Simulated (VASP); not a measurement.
# CaSe (Pm-3m) in VASP: notebook

CaSe is run at these levels: PBE, r2SCAN; tasks: dielectric tensor.

Program: VASP 6.6.1. These are calculated values, not measurements. Logs are shortened: lines on timing, memory, paths and dates and some standing lists are left out, and cuts for length are marked.

## (1) The cell of the first run

It takes space group Pm-3m (No. 221, cubic). The conventional cell has a = 3.635 Å, b = 3.635 Å, c = 3.635 Å, α = 90.00°, β = 90.00°, γ = 90.00°. Ca (site symmetry m-3m) has 8 Se at 3.15 Å and 6 Ca at 3.63 Å within 4.1 Å. Within 4.1 Å of Se (site symmetry m-3m) lie 8 Ca at 3.15 Å and 6 Se at 3.63 Å.

## (2) Dielectric tensor, PBE

The input, INCAR:

```
  PREC = Accurate
  ENCUT = 520
  EDIFF = 1E-8
  ISMEAR = 0
  SIGMA = 0.01
  LREAL = F
  LASPH = T
  NELM = 80
  ALGO = Normal
  ISIF = 2
  LWAVE = F
  LCHARG = F
  GGA = PE
  LEPSILON = T
```

The input, KPOINTS:

```
Automatic mesh
0
Gamma
  6 6 6
```

The input, POSCAR:

```
CaSe
1.0
    3.6347849047      0.0000000000      0.0000000000
    0.0000000000      3.6347849047      0.0000000000
    0.0000000000      0.0000000000      3.6347849047
Ca Se
1 1
Direct
    0.0000000000      0.0000000000      0.0000000000
    0.5000000000      0.5000000000      0.5000000000
```

Potentials or basis: VASP PAW PBE potentials, release 64 (Ca_sv, Se).

The run is started by

```
> cat potpaw_PBE.64/Ca_sv/POTCAR potpaw_PBE.64/Se/POTCAR > POTCAR
> mpirun -np 1 vasp_std > vasp.out
```

OUTCAR:

```text
PREC = Accurate
   ENCUT = 520
   EDIFF = 1E-8
   ISMEAR = 0
   LREAL = F
   LASPH = T
   NELM = 80
   ISIF = 2
   GGA = PE
   LEPSILON = T

 ion  position               nearest neighbor table
   1  0.000  0.000  0.000-
   2  0.500  0.500  0.500-

  LATTYP: Found a simple cubic cell.
 ALAT       =     3.6347849047

  Lattice vectors:

 A1 = (   3.6347849047,   0.0000000000,   0.0000000000)
 A2 = (   0.0000000000,   3.6347849047,   0.0000000000)
 A3 = (   0.0000000000,   0.0000000000,   3.6347849047)

Analysis of symmetry for initial positions (statically):
=====================================================================
 Subroutine PRICEL returns:
 Original cell was already a primitive cell.

 Routine SETGRP: Setting up the symmetry group for a
 simple cubic supercell.

 Subroutine GETGRP returns: Found 48 space group operations
 (whereof 48 operations were pure point group operations)
 out of a pool of 48 trial point group operations.

The static configuration has the point symmetry O_h .

Analysis of symmetry for dynamics (positions and initial velocities):
=====================================================================
 Subroutine PRICEL returns:
 Original cell was already a primitive cell.

 Routine SETGRP: Setting up the symmetry group for a
 simple cubic supercell.

 Subroutine GETGRP returns: Found 48 space group operations
 (whereof 48 operations were pure point group operations)
 out of a pool of 48 trial point group operations.

The dynamic configuration has the point symmetry O_h .

 Subroutine INISYM returns: Found 48 space group operations
 (whereof 48 operations are pure point group operations),
 and found     1 'primitive' translations

----------------------------------------------------------------------------------------

                                     Primitive cell

  volume of cell :      48.0215

  direct lattice vectors                    reciprocal lattice vectors
     3.634784905  0.000000000  0.000000000     0.275119443  0.000000000  0.000000000
     0.000000000  3.634784905  0.000000000     0.000000000  0.275119443  0.000000000
     0.000000000  0.000000000  3.634784905     0.000000000  0.000000000  0.275119443

  length of vectors
     3.634784905  3.634784905  3.634784905     0.275119443  0.275119443  0.275119443

  position of ions in fractional coordinates (direct lattice)
     0.000000000  0.000000000  0.000000000
     0.500000000  0.500000000  0.500000000

  ion indices of the primitive-cell ions
   primitive index   ion index
                 1           1
                 2           2

----------------------------------------------------------------------------------------

 KPOINTS: Automatic mesh

Automatic generation of k-mesh.
 Grid dimensions read from file:
 generate k-points for:    6    6    6

 Generating k-lattice:

  Cartesian coordinates                     Fractional coordinates (reciprocal lattice)
     0.045853241  0.000000000  0.000000000     0.166666667  0.000000000  0.000000000
     0.000000000  0.045853241  0.000000000     0.000000000  0.166666667  0.000000000
     0.000000000  0.000000000  0.045853241     0.000000000  0.000000000  0.166666667

  Length of vectors
     0.045853241  0.045853241  0.045853241

  Shift w.r.t. Gamma in fractional coordinates (k-lattice)
     0.000000000  0.000000000  0.000000000

 Subroutine IBZKPT returns following result:
 ===========================================

 Found     20 irreducible k-points:

 Following reciprocal coordinates:
[... 67 lines left out ...]
   IVDW    =     0    specifies the selected vdW correction
   LEPSILON=     T    determine dielectric tensor
   LRPA    =     F    only Hartree local field effects (RPA)
 non-spin polarized calculation
 Gauss-broadening in eV      SIGMA  =   0.01
  energy-cutoff  :      520.00
  volume of cell :       48.02
 maximum number of plane-waves:      1328
 NGX is ok and might be reduce to    28
   NGX = 13   NGY = 13   NGZ = 13

--------------------------------------- Ionic step        1  -------------------------------------------

 number of electron      16.0000007 magnetization

 E-fermi :   4.3465     XC(G=0):  -9.5811

 val. band max:        4.2536120941   @ k =   0.5000   0.5000   0.0000
 cond. band min:       5.0114330501   @ k =   0.5000   0.5000   0.0000
 fundamental gap:      0.7578209560
 Fermi energy:         4.3464773488

 k-point     1 :       0.0000    0.0000    0.0000
  band No.  band energies     occupation
      1     -37.0725      2.00000
      2     -18.0102      2.00000
      3     -18.0102      2.00000
      4     -18.0102      2.00000
      5      -8.7832      2.00000
      6       3.3872      2.00000
      7       3.3872      2.00000
      8       3.3872      2.00000
      9       5.3331      0.00000
     10       5.3331      0.00000
     11       6.3373      0.00000
     12       8.6273      0.00000
[... 271 lines left out ...]
 k-point    20 :       0.5000    0.5000    0.5000
  band No.  band energies     occupation
      1     -37.0359      2.00000
      2     -18.1271      2.00000
      3     -18.1271      2.00000
      4     -18.1271      2.00000
      5      -7.1700      2.00000
      6       0.5540      2.00000
      7       0.5540      2.00000
      8       0.5540      2.00000
      9       8.1026      0.00000
     10       8.1026      0.00000
     11       8.1026      0.00000
     12       9.6761      0.00000

  FORCE on cell =-STRESS in cart. coord.  units (eV):
  Direction    XX          YY          ZZ          XY          YZ          ZX
  --------------------------------------------------------------------------------------
  -------------------------------------------------------------------------------------
  Total        0.2590809      0.2590809      0.2590809      0.0000000      0.0000000      0.0000000
  in kB        8.6439015      8.6439015      8.6439015      0.0000000      0.0000000      0.0000000
  external PRESSURE =       8.6439015 kB  Pullay stress =       0.0000000 kB

 VOLUME and BASIS-vectors are now :
 -----------------------------------------------------------------------------
  energy-cutoff  :      520.00
  volume of cell :       48.02
      direct lattice vectors                 reciprocal lattice vectors
     3.634784905  0.000000000  0.000000000     0.275119443  0.000000000  0.000000000
     0.000000000  3.634784905  0.000000000     0.000000000  0.275119443  0.000000000
     0.000000000  0.000000000  3.634784905     0.000000000  0.000000000  0.275119443

 POSITION                                       TOTAL-FORCE (eV/Angst)
 -----------------------------------------------------------------------------------
      0.00000      0.00000      0.00000         0.000000      0.000000      0.000000
      1.81739      1.81739      1.81739         0.000000      0.000000      0.000000
 -----------------------------------------------------------------------------------
    total drift:                               -0.000000      0.000000      0.000000

  FREE ENERGIE OF THE ION-ELECTRON SYSTEM (eV)
  ---------------------------------------------------
  free  energy   TOTEN  =        -8.7934329417 eV

  energy  without entropy=       -8.7934329417  energy(sigma->0) =       -8.79343294

 HEAD OF MICROSCOPIC STATIC DIELECTRIC TENSOR (INDEPENDENT PARTICLE, excluding Hartree and local field effects)
 ------------------------------------------------------
           9.204928     0.000000    -0.000000
          -0.000000     9.204928     0.000000
          -0.000000    -0.000000     9.204928
 ------------------------------------------------------

 Free energy of the ion-electron system (eV)
  ---------------------------------------------------
  ---------------------------------------------------
  free energy    TOTEN  =        -1.11119138 eV

  energy without entropy =       -1.11119138

------------------------ aborting loop because EDIFF is reached ----------------------------------------

--------------------------------------- Ionic step        2  -------------------------------------------

------------------------ aborting loop because EDIFF is reached ----------------------------------------

--------------------------------------- Ionic step        3  -------------------------------------------

 Free energy of the ion-electron system (eV)
  ---------------------------------------------------
  ---------------------------------------------------
  free energy    TOTEN  =        -1.11119162 eV

  energy without entropy =       -1.11119162

------------------------ aborting loop because EDIFF is reached ----------------------------------------

 PIEZOELECTRIC TENSOR FIELD DIRECTION 3  (e Angst)
 -----------------------------------------------------------------------------
    -0.00019  0.00000 -0.00000           (  0.00000  0.00000 -0.00000)
     0.00000 -0.00019  0.00000           (  0.00000  0.00000  0.00000)
    -0.00000  0.00000  0.00055           ( -0.00000  0.00000  0.00002)

 PIEZOELECTRIC TENSOR FIELD DIRECTION 3  (C/m^2)
 -----------------------------------------------------------------------------
    -0.00006  0.00000 -0.00000
     0.00000 -0.00006  0.00000
    -0.00000  0.00000  0.00018

 MACROSCOPIC STATIC DIELECTRIC TENSOR (including local field effects in DFT)
 ------------------------------------------------------
           8.569692    -0.000000     0.000000
           0.000000     8.569692     0.000000
           0.000000     0.000000     8.569692
 ------------------------------------------------------

 PIEZOELECTRIC TENSOR (including local field effects)  for field in x, y, z        (e  Angst)
          XX          YY          ZZ          XY          YZ          ZX
  --------------------------------------------------------------------------------
  x     0.00000     0.00000     0.00000     0.00000     0.00000     0.00000
  y     0.00000     0.00000     0.00000     0.00000     0.00000     0.00000
  z     0.00000     0.00000     0.00000     0.00000     0.00000     0.00000

 PIEZOELECTRIC TENSOR (including local field effects)  for field in x, y, z        (C/m^2)
          XX          YY          ZZ          XY          YZ          ZX
  --------------------------------------------------------------------------------
  x     0.00000     0.00000     0.00000     0.00000     0.00000     0.00000
  y     0.00000     0.00000     0.00000     0.00000     0.00000     0.00000
  z     0.00000     0.00000     0.00000     0.00000     0.00000     0.00000

 BORN EFFECTIVE CHARGES (including local field effects) (in |e|, cummulative output)
 ---------------------------------------------------------------------------------
 ion    1
    1     3.02249     0.00000    -0.00000
    2     0.00000     3.02249    -0.00000
    3    -0.00000    -0.00000     3.02249
 ion    2
    1    -3.02249    -0.00000     0.00000
    2    -0.00000    -3.02249     0.00000
    3     0.00000     0.00000    -3.02249
```

It took 8.9 min on 1 thread of Oxide Virtual Turin-like, shared host; peak memory 0.18 GiB.

Results:

* Band gap on the k mesh: 0.76 eV
* Electronic dielectric tensor (diagonal): 8.57
* Born charges (mean of the diagonal): Ca +3.02; Se -3.02 e

Electronic dielectric tensor:
```
8.57 0.00 0.00
0.00 8.57 0.00
0.00 0.00 8.57
```

Born effective charge tensors (e):
atom 1, Ca
```
3.02 0.00 0.00
0.00 3.02 0.00
0.00 0.00 3.02
```
atom 2, Se
```
-3.02  0.00  0.00
 0.00 -3.02  0.00
 0.00  0.00 -3.02
```

Caveat: the structure was generated, so it needn't be the stable form of CaSe; semilocal functionals underestimate gaps, and a narrow one can read as zero. A k mesh can miss the band edges.

[end of part 1 of 2]

The gap in the log of VASP goes by the Fermi energy; the results here count the filled bands.